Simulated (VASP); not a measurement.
# Ge3W2 (R-3m) in VASP: further runs, part 2 of 2

VASP 6.6.1.

### 3 Single point, PBE

This run uses another cell than the first one, of 37.60 Å³/atom, 2.220 times its volume.

INCAR reads:

```
SYSTEM = Ge3W2
ALGO = Normal ; EDIFF = 1E-7
ENCUT = 520 ; GGA = PE
ISIF = 2 ; ISMEAR = 0
LASPH = .TRUE. ; LCHARG = .TRUE.
LELF = .TRUE. ; LREAL = .FALSE.
LVHAR = .TRUE. ; LWAVE = .FALSE.
NBANDS = 43 ; NELM = 100
PREC = Accurate ; SIGMA = 0.1
```

KPOINTS reads:

```
k-points
0
G
  3 3 3
  0 0 0
```

POSCAR reads:

```
Ge3W2
1.0
    3.9773003300      2.2962954100      3.4305132800
   -3.9773003300      2.2962954100      3.4305132800
    0.0000000000     -4.5925908300      3.4305132800
Ge W
3 2
Direct
    0.5000000000      0.5000000000      0.0000000000
    0.0000000000      0.5000000000      0.5000000000
    0.5000000000      0.0000000000      0.5000000000
    0.9528563200      0.9528563200      0.9528563200
    0.0471436800      0.0471436800      0.0471436800
```

Potentials or basis: VASP PAW PBE potentials, release 64 (Ge_d, W_sv).

Started as:

```bash
> cat potpaw_PBE.64/Ge_d/POTCAR potpaw_PBE.64/W_sv/POTCAR > POTCAR
> mpirun -np 1 vasp_std > vasp.out
```

OUTCAR:

```text
SYSTEM = Ge3W2
   EDIFF = 1E-7
   ENCUT = 520
   GGA = PE
   ISIF = 2
   ISMEAR = 0
   LASPH = .TRUE.
   LREAL = .FALSE.
   NELM = 100
   PREC = Accurate

 ion  position               nearest neighbor table
   1  0.500  0.500  0.000-
   2  0.000  0.500  0.500-
   3  0.500  0.000  0.500-
   4  0.953  0.953  0.953-   5 0.97
   5  0.047  0.047  0.047-   4 0.97
[... 472 lines left out ...]

  FORCE on cell =-STRESS in cart. coord.  units (eV):
  Direction    XX          YY          ZZ          XY          YZ          ZX
  --------------------------------------------------------------------------------------
  -------------------------------------------------------------------------------------
  Total      -10.0076308    -10.0076307   1435.9051339      0.0000000     -0.0000014      0.0000000
  in kB      -85.2933861    -85.2933859  12237.9825842      0.0000000     -0.0000119      0.0000000
  external PRESSURE =    4022.4652707 kB  Pullay stress =       0.0000000 kB

 VOLUME and BASIS-vectors are now :
 -----------------------------------------------------------------------------
  energy-cutoff  :      520.00
  volume of cell :      187.99
      direct lattice vectors                 reciprocal lattice vectors
     3.977300330  2.296295410  3.430513280     0.125713413  0.072580673  0.097167189
    -3.977300330  2.296295410  3.430513280    -0.125713413  0.072580673  0.097167189
     0.000000000 -4.592590830  3.430513280     0.000000000 -0.145161346  0.097167189

 POSITION                                       TOTAL-FORCE (eV/Angst)
 -----------------------------------------------------------------------------------
      0.00000      2.29630      3.43051         0.000000     -0.000000      0.000000
     -1.98865     -1.14815      3.43051        -0.000000     -0.000000      0.000000
      1.98865     -1.14815      3.43051         0.000000     -0.000000     -0.000000
      0.00000     -0.00000      9.80636        -0.000000      0.000001  -1489.335300
      0.00000     -0.00000      0.48518        -0.000000     -0.000001   1489.335300
 -----------------------------------------------------------------------------------
    total drift:                                0.000000     -0.000000      0.000000

  FREE ENERGIE OF THE ION-ELECTRON SYSTEM (eV)
  ---------------------------------------------------
  free  energy   TOTEN  =       296.0341996087 eV

  energy  without entropy=      296.0456236708  energy(sigma->0) =      296.03991164
```

OSZICAR:

```text
N       E                     dE             d eps       ncg     rms          rms(c)
DAV:   1     0.114695473786E+04    0.11470E+04   -0.37911E+04   637   0.307E+03
DAV:   2     0.412284078922E+03   -0.73467E+03   -0.71893E+03   524   0.864E+02
DAV:   3     0.297626361142E+03   -0.11466E+03   -0.11344E+03   615   0.226E+02
DAV:   4     0.290962346285E+03   -0.66640E+01   -0.66037E+01   648   0.548E+01
DAV:   5     0.290719960305E+03   -0.24239E+00   -0.24120E+00   693   0.102E+01    0.211E+02
DAV:   6     0.294910882175E+03    0.41909E+01   -0.63987E+00   655   0.129E+01    0.112E+02
DAV:   7     0.296001221924E+03    0.10903E+01   -0.28725E+00   581   0.107E+01    0.115E+01
DAV:   8     0.296032940458E+03    0.31719E-01   -0.29587E-01   681   0.324E+00    0.141E+00
DAV:   9     0.296034435175E+03    0.14947E-02   -0.58630E-02   672   0.121E+00    0.612E-01
DAV:  10     0.296034230909E+03   -0.20427E-03   -0.55455E-03   610   0.743E-01    0.250E-01
DAV:  11     0.296034209561E+03   -0.21348E-04   -0.88444E-04   629   0.201E-01    0.770E-02
DAV:  12     0.296034204283E+03   -0.52781E-05   -0.14997E-04   778   0.728E-02    0.550E-02
DAV:  13     0.296034199923E+03   -0.43603E-05   -0.20195E-05   621   0.322E-02    0.323E-03
DAV:  14     0.296034199749E+03   -0.17367E-06   -0.20091E-06   624   0.814E-03    0.260E-03
DAV:  15     0.296034199641E+03   -0.10859E-06   -0.10331E-07   397   0.232E-03    0.157E-03
DAV:  16     0.296034199609E+03   -0.31861E-07   -0.20350E-08   303   0.122E-03
   1 F= 0.29603420E+03 E0= 0.29603991E+03  d E =-.114241E-01
```

Wall time 45 s (1 thread of Intel Xeon Platinum 8488C (Sapphire Rapids), shared host); peak memory 0.32 GiB.

Results:

```
Free energy            : 296.0342 eV
Pressure               : 402.2 GPa
Largest force          : 1489.335 eV/Å
Band gap on the k mesh : zero (band 35 reaches 2.74 eV, above the bottom of band 36 at 2.13 eV)
```

Forces in eV/Å, atoms in the order of the input:
```
Ge      0.000     0.000     0.000
Ge      0.000     0.000     0.000
Ge      0.000     0.000     0.000
W       0.000     0.000 -1489.335
W       0.000     0.000  1489.335
```

Stress tensor (GPa, compression positive):
```
  -8.53    0.00    0.00
   0.00   -8.53    0.00
   0.00    0.00 1223.80
```

Levels at points of the mesh, in eV from the Fermi level:
```tsv
k point	band 31	band 32	band 33	band 34	band 35	band 36	band 37	band 38	band 39	band 40
(0.00, 0.00, 0.00)	-2.83	-1.65	-1.45	-1.45	0.67	0.67	1.05	1.71	2.07	2.11
```

Caveat: the k points lie up to 0.37 Å⁻¹ apart; spin-orbit coupling is left out, which moves the levels of the heavy elements; forces of over 1 eV/Å act on the atoms, so gaps and moduli don't describe the material at rest.

### 4 Single point, PBE

This run uses another cell than the first one, of 16.89 Å³/atom, 0.997 times its volume.

INCAR reads:

```
SYSTEM = Ge3W2
PREC = Accurate ; ENCUT = 520
EDIFF = 1E-6 ; ISMEAR = 0
SIGMA = 0.1 ; LREAL = .FALSE.
LASPH = .TRUE. ; NELM = 60
ALGO = Normal ; ISIF = 2
LWAVE = .FALSE. ; LCHARG = .FALSE.
GGA = PE ; NBANDS = 43
```

KPOINTS reads:

```
regular mesh
0
G
  6 6 6
  0 0 0
```

POSCAR reads:

```
Ge3W2
1.0
    2.6596030634      1.5355225446      3.4455155492
   -2.6596030634      1.5355225446      3.4455155492
    0.0000000000     -3.0710450892      3.4455155492
Ge W
3 2
Direct
    0.5000000000      0.5000000000      0.0000000000
    0.0000000000      0.5000000000      0.5000000000
    0.5000000000      0.0000000000      0.5000000000
    0.8623451681      0.8623451681      0.8623451681
    0.1376548319      0.1376548319      0.1376548319
```

Started as:

```bash
> cat potpaw_PBE.64/Ge_d/POTCAR potpaw_PBE.64/W_sv/POTCAR > POTCAR
> mpirun -np 1 vasp_std > vasp.out
```

Run time: 69 s. Hardware: 1 thread of Intel Xeon Platinum 8488C (Sapphire Rapids), shared host; peak memory 0.25 GiB.

It converged, with:

* Free energy: -36.9427 eV
* Pressure: 0.2 GPa
* Largest force: 0.018 eV/Å
* Band gap on the k mesh: zero (band 35 reaches 9.33 eV, above the bottom of band 36 at 8.69 eV)

Forces on the atoms (eV/Å):
```
Ge   0.000  0.000  0.000
Ge   0.000  0.000  0.000
Ge   0.000  0.000  0.000
W    0.000  0.000  0.018
W    0.000  0.000 -0.018
```

Stress tensor (GPa, compression positive):
```
0.08 0.00 0.00
0.00 0.08 0.00
0.00 0.00 0.33
```

Levels at points of the mesh, in eV from the Fermi level:
```csv
k point,band 31,band 32,band 33,band 34,band 35,band 36,band 37,band 38,band 39,band 40
"(0.00, 0.00, 0.00)",-3.42,-2.57,-1.32,-0.56,-0.56,-0.35,2.33,2.33,3.79,3.83
"(0.50, 0.00, 0.00)",-2.55,-2.37,-2.00,-1.22,-0.24,0.98,1.40,1.49,1.77,2.13
"(0.50, 0.50, 0.00)",-2.32,-2.29,-1.89,-1.58,-0.62,0.04,1.28,2.05,2.07,2.74
"(0.50, 0.50, 0.50)",-3.00,-2.33,-2.33,0.02,0.02,0.45,0.45,1.35,2.36,2.36
```

Caveat: spin-orbit coupling is left out, which moves the levels of the heavy elements.

### 5 Overview

```csv
cell,k mesh,gap on the mesh (eV),pressure (GPa),largest force (eV/Å)
"a = 4.621 Å, angles 70.4°, 5 atoms",3 × 3 × 3,none,0.2,0.01
"a = 5.732 Å, angles 87.9°, 5 atoms",3 × 3 × 3,none,402.2,1489.34
"a = 4.616 Å, angles 70.4°, 5 atoms",6 × 6 × 6,none,0.2,0.02
```

Alike in all rows: task single point; level PBE; potentials or basis VASP PAW PBE potentials, release 64 (Ge_d, W_sv); no spin polarisation; cutoff (eV) 520; smearing gaussian 0.1 eV.

Caveats: some runs use coarse meshes; spin-orbit coupling is left out, which moves the levels of the heavy elements; forces of over 1 eV/Å act on the atoms, so gaps and moduli don't describe the material at rest (some runs).

Total energies depend on the potentials used, so only differences within one code and one set of settings carry meaning.
